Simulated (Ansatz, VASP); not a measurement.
Cu: VASP beside Ansatz

```
Cu
1.0
     2.56724    0.00000    0.00000
    -1.28362    2.22330    0.00000
     0.00000    0.00000    4.19206
Cu
2
Direct
  0.36752 0.73503 0.25000
  0.63248 0.26497 0.75000
```

Change from the starting cell: mode 5 frozen in at +0.152 Å and mode 6 at +0.000 Å (largest displacements).

Alike in both runs: task single point; functional PBE; k mesh 21 × 21 × 10; occupations gaussian, width 0.15 eV; no spin polarisation.

|  | VASP | Ansatz |
| --- | --- | --- |
| version | VASP 6.6.1 | Ansatz 0.2.0 |
| potentials or method | VASP PAW PBE potentials, release 64 (Cu), cutoff 520 eV | scalar-relativistic, plane waves, PAW |
| valence electrons in the cell | 22 | 38 |

|  | VASP | Ansatz | Ansatz less VASP |
| --- | --- | --- | --- |
| gap on the k mesh at the Fermi level (eV) | none | none | - |
| pressure (GPa) | 2.7 | 1.3 | -1.33 |
| traceless stress, the component that is largest in VASP (GPa) | -4.62 | -4.62 | -0.007 |
| rms of the force components (eV/Å) | 0.312 | 0.312 | -0.0003 |

Atom by atom the forces differ by 0.000 eV/Å (rms over components). A gap of «none» marks a metal or a gap that the smearing closes. VASP's potentials hold 22 valence electrons a cell and Ansatz's 38, so a difference there can come from the potentials and not from the codes.
